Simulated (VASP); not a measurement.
# Al (Immm) in VASP: a series of runs

The runs below take Al through single point, with PBEsol.

Everything below comes from runs of VASP 6.6.1. Logs are shortened: lines on timing, memory, paths and dates and some standing lists are left out, and cuts for length are marked.

## 1. The cell of the first run

The structure is orthorhombic, space group Immm (No. 71). The conventional cell has a = 2.755 Å, b = 2.970 Å, c = 4.048 Å, α = 90.00°, β = 90.00°, γ = 90.00°. Within 3.6 Å of Al (site symmetry mmm) lie 12 Al at 2.76 to 2.97 Å.

## 2. Single point, PBEsol (strain -0.0750 x Voigt [0, 0, 0, 0, 1, 0])

File INCAR:

```
PREC = Accurate ; ENCUT = 520
EDIFF = 1E-7 ; ISMEAR = 0
SIGMA = 0.15 ; LREAL = False
LASPH = True ; NELM = 80
ALGO = Fast ; ISIF = 2
LWAVE = False ; LCHARG = False
GGA = PS ; NBANDS = 8
```

File KPOINTS:

```
regular mesh
0
Gamma
  20 20 20
```

File POSCAR:

```
Al
1.0
   -0.0758992500      2.0239800000      2.0239800000
    1.9480807500      0.0000000000      1.9480807500
    2.0239800000      2.0239800000     -0.0758992500
Al
1
Direct
    0.0000000000      0.0000000000      0.0000000000
```

Potentials or basis: VASP PAW PBE potentials, release 64 (Al).

On the command line:

```console
$ cat potpaw_PBE.64/Al/POTCAR > POTCAR
$ mpirun -np 1 vasp_std > vasp.out
```

OUTCAR:

```text
PREC = Accurate
   ENCUT = 520
   EDIFF = 1E-7
   ISMEAR = 0
   LREAL = False
   LASPH = True
   NELM = 80
   ISIF = 2
   GGA = PS

 ion  position               nearest neighbor table
   1  0.000  0.000  0.000-

  LATTYP: Found a body centered orthorhombic cell.
 ALAT       =     2.7550022172
 B/A-ratio  =     1.0779220779
 C/A-ratio  =     1.4693127921

  Lattice vectors:

 A1 = (   2.0239800000,  -2.0239800000,  -0.0758992500)
 A2 = (  -2.0239800000,  -2.0239800000,   0.0758992500)
 A3 = (   0.0758992500,   2.0239800000,  -2.0239800000)

Analysis of symmetry for initial positions (statically):
=====================================================================
 Subroutine PRICEL returns:
 Original cell was already a primitive cell.

 Routine SETGRP: Setting up the symmetry group for a
 body centered orthorhombic supercell.

 Subroutine GETGRP returns: Found  8 space group operations
 (whereof  8 operations were pure point group operations)
 out of a pool of  8 trial point group operations.

The static configuration has the point symmetry D_2h.

Analysis of symmetry for dynamics (positions and initial velocities):
=====================================================================
 Subroutine PRICEL returns:
 Original cell was already a primitive cell.

 Routine SETGRP: Setting up the symmetry group for a
 body centered orthorhombic supercell.

 Subroutine GETGRP returns: Found  8 space group operations
 (whereof  8 operations were pure point group operations)
 out of a pool of  8 trial point group operations.

The dynamic configuration has the point symmetry D_2h.

 Subroutine INISYM returns: Found  8 space group operations
 (whereof  8 operations are pure point group operations),
 and found     1 'primitive' translations

----------------------------------------------------------------------------------------

                                     Primitive cell

  volume of cell :      16.5591

  direct lattice vectors                    reciprocal lattice vectors
    -0.075899250  2.023980000  2.023980000    -0.238108929  0.247038014  0.238108929
     1.948080750  0.000000000  1.948080750     0.256662872 -0.247038014  0.256662872
     2.023980000  2.023980000 -0.075899250     0.238108929  0.247038014 -0.238108929

  length of vectors
     2.863346081  2.755002217  2.863346081     0.417635613  0.439066555  0.417635613

  position of ions in fractional coordinates (direct lattice)
     0.000000000  0.000000000  0.000000000

[... 73 lines left out ...]
   ENCUT  =  520.0 eV  38.22 Ry    6.18 a.u.   5.32  5.12  5.32*2*pi/ulx,y,z
   NELM   =     80;   NELMIN=  2; NELMDL= -5     # of ELM steps
   EDIFF  = 0.1E-06   stopping-criterion for ELM
   LREAL  =      F    real-space projection
   EDIFFG = 0.1E-05   stopping-criterion for IOM
   NSW    =      0    number of steps for IOM
   IBRION =     -1    ionic relax: 0-MD 1-quasi-New 2-CG
   NFREE  =      0    steps in history (QN), initial steepest desc. (CG)
   ISIF   =      2    stress and relaxation
   ISYM   =      2    0-nonsym 1-usesym 2-fastsym
   POTIM  = 0.5000    time-step for ionic-motion
   TEBEG  =    0.0;   TEEND  =   0.0 temperature during run
   PSTRESS=    0.0 pullay stress
   NELECT =       3.0000    total number of electrons
   NUPDOWN=      -1.0000    fix difference up-down
   EMIN   =  10.00;   EMAX   =-10.00  energy-range for DOS
   EFERMI =   0.00;   METHOD = LEGACY
   ISMEAR =     0;   SIGMA  =   0.15  broadening in eV -4-tet -1-fermi 0-gaus
   EFERMI_NEDOS =   21; number of points for ismear=-14 and -15
   IALGO  =     68    algorithm
   IMIX   =      4    mixing-type and parameters
     AMIX     =   0.40;   BMIX     =  1.00
     AMIX_MAG =   1.60;   BMIX_MAG =  1.00
  volume/ion in A,a.u.               =      16.56       111.75
  Fermi-wavevector in a.u.,A,eV,Ry     =   0.926338  1.750525 11.675184  0.858102
  Thomas-Fermi vector in A             =   2.052289
   LORBIT       =      0    0 simple, 1 ext, 2 COOP (PROOUT), +10 PAW based schemes
   GGA     = PS    functional components
   LHFCALC =     F    Hartree Fock is set to
   AEXX    =    0.0000 exact exchange contribution
   IVDW    =     0    specifies the selected vdW correction
   LEPSILON=     F    determine dielectric tensor
   LRPA    =     F    only Hartree local field effects (RPA)
 non-spin polarized calculation
 RMM-DIIS sequential band-by-band and
 Gauss-broadening in eV      SIGMA  =   0.15
  energy-cutoff  :      520.00
  volume of cell :       16.56
 maximum number of plane-waves:       463
 NGX is ok and might be reduce to    24
   NGX = 11   NGY = 11   NGZ = 11

 number of electron       3.0000000 magnetization

 Free energy of the ion-electron system (eV)
  ---------------------------------------------------
  ext. energy  EPLUGINS =         0.00000000
  ---------------------------------------------------
  free energy    TOTEN  =        -4.08256088 eV

  energy without entropy =       -4.07798449  energy(sigma->0) =       -4.08027268

 E-fermi :   7.9195     XC(G=0): -10.2418

 val. band max:        7.9189604092   @ k =  -0.0500   0.3500  -0.0000
 cond. band min:       7.9205402392   @ k =   0.4000   0.1500   0.0000
 fundamental gap:      0.0015798300
 Fermi energy:         7.9194721189

 k-point     1 :       0.0000    0.0000    0.0000
  band No.  band energies     occupation
      1      -3.1959      2.00000
      2      19.3573      0.00000
      3      20.3391      0.00000
      4      20.7050      0.00000
      5      21.3711      0.00000
      6      21.7185      0.00000
      7      23.2800      0.00000
      8      25.0389      0.00000
[... 243 lines left out ...]
 k-point    24 :      -0.4000    0.0500   -0.0000
  band No.  band energies     occupation
      1       1.2939      2.00000
      2       5.3700      2.00000
      3      18.1705      0.00000
      4      19.2577      0.00000
      5      20.1406      0.00000
      6      21.0656      0.00000
      7      23.5310      0.00000
      8      25.4291      0.00000

 [... further k-points ...]
[... 5 lines left out ...]
  --------------------------------------------------------------------------------------
  -------------------------------------------------------------------------------------
  Total       -0.0910826     -0.2324298     -0.0910826      0.0000000      0.0000000      0.2539592
  in kB       -8.8126918    -22.4887328     -8.8126918      0.0000000      0.0000000     24.5718035
  external PRESSURE =     -13.3713721 kB  Pullay stress =       0.0000000 kB

 VOLUME and BASIS-vectors are now :
 -----------------------------------------------------------------------------
  energy-cutoff  :      520.00
  volume of cell :       16.56
      direct lattice vectors                 reciprocal lattice vectors
    -0.075899250  2.023980000  2.023980000    -0.238108929  0.247038014  0.238108929
     1.948080750  0.000000000  1.948080750     0.256662872 -0.247038014  0.256662872
     2.023980000  2.023980000 -0.075899250     0.238108929  0.247038014 -0.238108929

 POSITION                                       TOTAL-FORCE (eV/Angst)
 -----------------------------------------------------------------------------------
      0.00000      0.00000      0.00000        -0.000000      0.000000      0.000000
 -----------------------------------------------------------------------------------
    total drift:                               -0.000000      0.000000     -0.000000

  FREE ENERGIE OF THE ION-ELECTRON SYSTEM (eV)
  ---------------------------------------------------
  free  energy   TOTEN  =        -4.0825608793 eV

  energy  without entropy=       -4.0779844857  energy(sigma->0) =       -4.08027268
```

Wall time 84 s (1 thread of AMD EPYC 9R45 (Zen 5), shared host); peak memory 0.21 GiB.

Results:

- Free energy: -4.0826 eV
- Pressure: -1.3 GPa
- Band gap on the k mesh: zero (an odd number of electrons rules out a gap without spin polarisation)

Stress tensor (GPa, compression positive):
```
-0.88  0.00  2.46
 0.00 -2.25  0.00
 2.46  0.00 -0.88
```

Caveat: the cell differs from its parent crystal (strain -0.0750 x Voigt [0, 0, 0, 0, 1, 0]); the PAW data sets were made with another functional, which shifts forces and pressure a little.

## 3. Single point, PBEsol (strain +0.0375 x Voigt [0, 0, 0, 0, 1, 0])

File INCAR:

```
PREC = Accurate
ENCUT = 520
EDIFF = 1E-6
ISMEAR = 0
SIGMA = 0.15
LREAL = False
LASPH = True
NELM = 100
ALGO = Fast
ISIF = 2
LWAVE = False
LCHARG = False
GGA = PS
NBANDS = 8
```

File KPOINTS:

```
Automatic mesh
0
Gamma
  20 20 20
```

File POSCAR:

```
Al
1.0
    0.0379496250      2.0239800000      2.0239800000
    2.0619296250      0.0000000000      2.0619296250
    2.0239800000      2.0239800000      0.0379496250
Al
1
Direct
    0.0000000000      0.0000000000      0.0000000000
```

Potentials or basis: VASP PAW PBE potentials, release 64 (Al).

On the command line:

```console
$ cat potpaw_PBE.64/Al/POTCAR > POTCAR
$ mpirun -np 1 vasp_std > vasp.out
```

It took 89 s on 1 thread of AMD EPYC 9R45 (Zen 5), shared host; peak memory 0.22 GiB.

It converged, with:

| Quantity | Value |
| --- | --- |
| Free energy | -4.0894 eV |
| Pressure | -1.7 GPa |
| Band gap on the k mesh | zero (an odd number of electrons rules out a gap without spin polarisation) |

Stress tensor (GPa, compression positive):
```
-1.47  0.00 -1.20
 0.00 -2.25  0.00
-1.20  0.00 -1.47
```

Levels at points of the mesh, in eV from the Fermi level:
```tsv
k point	band 1	band 2	band 3	band 4
(0.00, 0.00, 0.00)	-11.12	11.97	12.51	13.15
(0.50, 0.00, 0.00)	-4.49	-4.16	10.89	10.89
(0.00, 0.50, 0.00)	-4.69	-4.61	11.28	11.44
(0.50, 0.50, 0.00)	-2.92	-1.62	5.24	5.55
(0.50, 0.00, 0.50)	-2.93	-1.63	4.89	5.15
```

Caveat: the cell differs from its parent crystal (strain +0.0375 x Voigt [0, 0, 0, 0, 1, 0]); the PAW data sets were made with another functional, which shifts forces and pressure a little.

[end of part 1 of 2]
